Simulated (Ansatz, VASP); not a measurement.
ZnGeO2 in VASP and in Ansatz

```
Zn Ge O
1.0
     3.00979    0.00000    0.00000
     0.00000    3.00979    0.00000
     0.00000    0.00000    6.10602
Zn Ge O
1 1 2
Direct
  0.50000 0.50000 0.00000
  0.50000 0.50000 0.50000
  0.00000 0.00000 0.00000
  0.00000 0.00000 0.50000
```

Alike in both runs: task single point; functional PBE; k mesh 6 × 6 × 4; occupations gaussian, width 0.1 eV; no spin polarisation.

|  | VASP | Ansatz |
| --- | --- | --- |
| version | VASP 6.6.1 | Ansatz 0.2.0 |
| potentials or method | VASP PAW PBE potentials, release 64 (Zn, Ge_d, O), cutoff 520 eV | scalar-relativistic, plane waves, PAW |
| valence electrons in the cell | 38 | 38 |

|  | VASP | Ansatz | Ansatz less VASP |
| --- | --- | --- | --- |
| gap on the k mesh at the Fermi level (eV) | none | none | - |
| pressure (GPa) | -1.4 | -1.7 | -0.27 |
| traceless stress, the component that is largest in VASP (GPa) | 6.43 | 6.87 | +0.441 |

A gap of «none» marks a metal or a gap that the smearing closes.
